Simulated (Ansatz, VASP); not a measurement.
V: VASP beside Ansatz

Contents of INCAR:

```
  PREC = Accurate
  ENCUT = 520
  EDIFF = 1E-6
  ISMEAR = 0
  SIGMA = 0.15
  LREAL = F
  LASPH = T
  NELM = 100
  ALGO = Fast
  ISIF = 2
  LWAVE = F
  LCHARG = F
  GGA = PS
  NBANDS = 12
```

File KPOINTS:

```
Automatic mesh
0
Gamma
  22 22 22
```

The input POSCAR:

```
V
1.0
   -1.4903050000      1.4903050000      1.5583900000
    1.4903050000     -1.4903050000      1.5583900000
    1.4903050000      1.4903050000     -1.5583900000
V
1
Direct
    0.0000000000      0.0000000000      0.0000000000
```

Input for Ansatz:

```yaml
crystal:
  lattice:
    - [-1.490305, 1.490305, 1.55839]
    - [1.490305, -1.490305, 1.55839]
    - [1.490305, 1.490305, -1.55839]
  atoms:
    - { symbol: V, position: [0.0, 0.0, 0.0] }
basis:
  ecutwfc: 420
kpoints:
  mp_grid: { grid: [22, 22, 22] }
hamiltonian:
  xc: pbesol
scf:
  occupations: { method: gaussian, width: 0.15 }
output:
  forces: true
  stress: true
  eigenvalues: true
```

Change from the starting cell: strain -0.015 along x and y, +0.030 along z, atoms carried along.

Alike in both runs: task single point; functional PBEsol; k mesh 22 × 22 × 22; occupations gaussian, width 0.15 eV; no spin polarisation.

|  | VASP | Ansatz |
| --- | --- | --- |
| version | VASP 6.6.1 | Ansatz 0.2.0 |
| potentials or method | VASP PAW PBE potentials, release 64 (V_sv), cutoff 520 eV | scalar-relativistic, plane waves, PAW |
| valence electrons in the cell | 13 | 13 |

VASP gave:

```
gap on the k mesh at the Fermi level (eV)                     : none
pressure (GPa)                                                : -11.2
traceless stress, the component that is largest in VASP (GPa) : -3.44
```

**Question.** Which values does Ansatz return?

**Answer.** gap on the k mesh at the Fermi level (eV): none; pressure (GPa): -11.4; traceless stress, the component that is largest in VASP (GPa): -3.45.

VASP's potentials were made for PBE, not for PBEsol. A gap of «none» marks a metal or a gap that the smearing closes.
